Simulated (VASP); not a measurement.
Input of a VASP 6.6.1 run:

INCAR

```
PREC = Accurate
ENCUT = 520
EDIFF = 1E-7
ISMEAR = 1
SIGMA = 0.01
LREAL = F
LASPH = T
NELM = 60
ALGO = Fast
ISIF = 2
LWAVE = F
LCHARG = F
GGA = VW
NBANDS = 13
```

KPOINTS

```
regular mesh
0
Gamma
  9 9 9
```

POSCAR

```
Pb
1.0
    0.0000000000      2.5393348005      2.5393348005
    2.5393348005      0.0000000000      2.5393348005
    2.5393348005      2.5393348005      0.0000000000
Pb
1
Direct
    0.0000000000      0.0000000000      0.0000000000
```

Potentials or basis: VASP PAW PBE potentials, release 64 (Pb_d).

Run with:

```bash
$ cat potpaw_PBE.64/Pb_d/POTCAR > POTCAR
$ mpirun -np 1 vasp_std > vasp.out
```

(1) Predict the pressure.

(2) Predict the band gap on the k mesh.

## Answers

(1) -4.9 GPa.

(2) zero (bands 7 and 8 overlap by 8.12 eV).

Caveat: the cell stands under tension; the PAW data sets were made with another functional, which shifts forces and pressure a little; spin-orbit coupling is left out, which moves the levels of the heavy elements.
